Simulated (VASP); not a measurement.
# InSb (P4/mmm) in VASP: further runs, part 2 of 2

VASP 6.6.1. Earlier steps stand in the parts before.

**3. Single point, PBE (strain +0.000 along x and y, +0.030 along z)**

The input, INCAR:

```
SYSTEM = InSb
  PREC = Accurate
  ENCUT = 520
  EDIFF = 1E-7
  ISMEAR = 0
  SIGMA = 0.15
  LREAL = .FALSE.
  LASPH = .TRUE.
  NELM = 80
  ALGO = Normal
  ISIF = 2
  LWAVE = .FALSE.
  LCHARG = .FALSE.
  GGA = PE
  NBANDS = 16
```

The input, KPOINTS:

```
Automatic mesh
0
G
  16 16 8
  0 0 0
```

The input, POSCAR:

```
InSb
1.0
    3.0766560000      0.0000000000      0.0000000000
    0.0000000000      3.0766560000      0.0000000000
    0.0000000000      0.0000000000      6.4019341000
In Sb
1 1
Direct
    0.0000000000      0.0000000000      0.0000000000
    0.0000000000      0.0000000000      0.5000000000
```

Potentials or basis: VASP PAW PBE potentials, release 64 (In_d, Sb).

On the command line:

```
$ cat potpaw_PBE.64/In_d/POTCAR potpaw_PBE.64/Sb/POTCAR > POTCAR
$ mpirun -np 1 vasp_std > vasp.out
```

OUTCAR:

```text
SYSTEM = InSb
   PREC = Accurate
   ENCUT = 520
   EDIFF = 1E-7
   ISMEAR = 0
   LREAL = .FALSE.
   LASPH = .TRUE.
   NELM = 80
   ISIF = 2
   GGA = PE

 ion  position               nearest neighbor table
   1  0.000  0.000  0.000-   2 3.20   2 3.20
   2  0.000  0.000  0.500-   1 3.20   1 3.20

  LATTYP: Found a simple tetragonal cell.
 ALAT       =     3.0766560000
 C/A-ratio  =     2.0808091967

  Lattice vectors:

 A1 = (   3.0766560000,   0.0000000000,   0.0000000000)
 A2 = (   0.0000000000,   3.0766560000,   0.0000000000)
 A3 = (   0.0000000000,   0.0000000000,   6.4019341000)

Analysis of symmetry for initial positions (statically):
=====================================================================
 Subroutine PRICEL returns:
 Original cell was already a primitive cell.

 Routine SETGRP: Setting up the symmetry group for a
 simple tetragonal supercell.

 Subroutine GETGRP returns: Found 16 space group operations
 (whereof 16 operations were pure point group operations)
 out of a pool of 16 trial point group operations.

The static configuration has the point symmetry D_4h.

Analysis of symmetry for dynamics (positions and initial velocities):
=====================================================================
 Subroutine PRICEL returns:
 Original cell was already a primitive cell.

 Routine SETGRP: Setting up the symmetry group for a
 simple tetragonal supercell.

 Subroutine GETGRP returns: Found 16 space group operations
 (whereof 16 operations were pure point group operations)
 out of a pool of 16 trial point group operations.

The dynamic configuration has the point symmetry D_4h.

 Subroutine INISYM returns: Found 16 space group operations
 (whereof 16 operations are pure point group operations),
 and found     1 'primitive' translations

----------------------------------------------------------------------------------------

                                     Primitive cell

[... 110 lines left out ...]
     AMIX_MAG =   1.60;   BMIX_MAG =  1.00
  volume/ion in A,a.u.               =      30.30       204.47
  Fermi-wavevector in a.u.,A,eV,Ry     =   1.092302  2.064151 16.233426  1.193123
  Thomas-Fermi vector in A             =   2.228565
   LORBIT       =      0    0 simple, 1 ext, 2 COOP (PROOUT), +10 PAW based schemes
   GGA     = PE    functional components
   LHFCALC =     F    Hartree Fock is set to
   AEXX    =    0.0000 exact exchange contribution
   IVDW    =     0    specifies the selected vdW correction
   LEPSILON=     F    determine dielectric tensor
   LRPA    =     F    only Hartree local field effects (RPA)
 non-spin polarized calculation
 Gauss-broadening in eV      SIGMA  =   0.15
  energy-cutoff  :      520.00
  volume of cell :       60.60
 maximum number of plane-waves:      1656
 NGX is ok and might be reduce to    24
   NGX = 11   NGY = 11   NGZ = 23

 number of electron      17.9999997 magnetization

 Free energy of the ion-electron system (eV)
  ---------------------------------------------------
  ext. energy  EPLUGINS =         0.00000000
  ---------------------------------------------------
  free energy    TOTEN  =        -6.58284414 eV

  energy without entropy =       -6.57272286  energy(sigma->0) =       -6.57778350

 E-fermi :   6.3256     XC(G=0):  -9.5190

 val. band max:        6.3227318707   @ k =   0.5000   0.3125   0.3750
 cond. band min:       6.3318167362   @ k =   0.4375   0.3750   0.1250
 fundamental gap:      0.0090848655
 Fermi energy:         6.3255982188

 k-point     1 :       0.0000    0.0000    0.0000
  band No.  band energies     occupation
      1      -8.6210      2.00000
      2      -8.3864      2.00000
      3      -8.0472      2.00000
      4      -8.0472      2.00000
      5      -7.9607      2.00000
      6      -5.0814      2.00000
[... 433 lines left out ...]
      3      -8.1819      2.00000
      4      -8.0599      2.00000
      5      -7.9831      2.00000
      6      -2.1972      2.00000
[... 8 lines left out ...]
     15      15.9323      0.00000
     16      17.7300      0.00000

 [... further k-points ...]

------------------------ aborting loop because EDIFF is reached ----------------------------------------

  FORCE on cell =-STRESS in cart. coord.  units (eV):
  Direction    XX          YY          ZZ          XY          YZ          ZX
  --------------------------------------------------------------------------------------
  -------------------------------------------------------------------------------------
  Total        0.1310505      0.1310505     -0.9191937      0.0000000      0.0000000      0.0000000
  in kB        3.4648170      3.4648170    -24.3023653      0.0000000      0.0000000      0.0000000
  external PRESSURE =      -5.7909104 kB  Pullay stress =       0.0000000 kB

 VOLUME and BASIS-vectors are now :
 -----------------------------------------------------------------------------
  energy-cutoff  :      520.00
  volume of cell :       60.60
      direct lattice vectors                 reciprocal lattice vectors
     3.076656000  0.000000000  0.000000000     0.325028212  0.000000000  0.000000000
     0.000000000  3.076656000  0.000000000     0.000000000  0.325028212  0.000000000
     0.000000000  0.000000000  6.401934100     0.000000000  0.000000000  0.156202795

 POSITION                                       TOTAL-FORCE (eV/Angst)
 -----------------------------------------------------------------------------------
      0.00000      0.00000      0.00000         0.000000      0.000000      0.000000
      0.00000      0.00000      3.20097         0.000000      0.000000      0.000000
 -----------------------------------------------------------------------------------
    total drift:                                0.000000     -0.000000     -0.000000

  FREE ENERGIE OF THE ION-ELECTRON SYSTEM (eV)
  ---------------------------------------------------
  free  energy   TOTEN  =        -6.5828441364 eV

  energy  without entropy=       -6.5727228616  energy(sigma->0) =       -6.57778350
```

It took 2.2 min on 1 thread of Intel Xeon Platinum 8375C at 2.90GHz (Ice Lake), shared host; peak memory 0.35 GiB.

What came out:

```
Free energy            : -6.5828 eV
Pressure               : -0.6 GPa
Band gap on the k mesh : zero (band 9 reaches 10.68 eV, above the bottom of band 10 at 4.66 eV)
```

Levels at points of the mesh, in eV from the Fermi level:
| k point | band 7 | band 8 | band 9 | band 10 | band 11 | band 12 |
| --- | --- | --- | --- | --- | --- | --- |
| (0.00, 0.00, 0.00) | -6.94 | -4.37 | 4.36 | 4.36 | 4.49 | 7.91 |
| (0.50, 0.00, 0.00) | -4.84 | -3.42 | -2.01 | -1.67 | 3.01 | 6.51 |
| (0.50, 0.50, 0.00) | -2.71 | -2.71 | 0.23 | 0.51 | 0.93 | 0.93 |
| (0.00, 0.00, 0.50) | -7.94 | -1.21 | -0.01 | 4.49 | 4.49 | 7.96 |
| (0.50, 0.00, 0.50) | -4.62 | -4.62 | -2.33 | 1.34 | 2.85 | 5.54 |
| (0.50, 0.50, 0.50) | -2.55 | -2.55 | -1.33 | 0.38 | 0.38 | 3.22 |

Caveat: the cell differs from its parent crystal (strain +0.000 along x and y, +0.030 along z); spin-orbit coupling is left out, which moves the levels of the heavy elements.
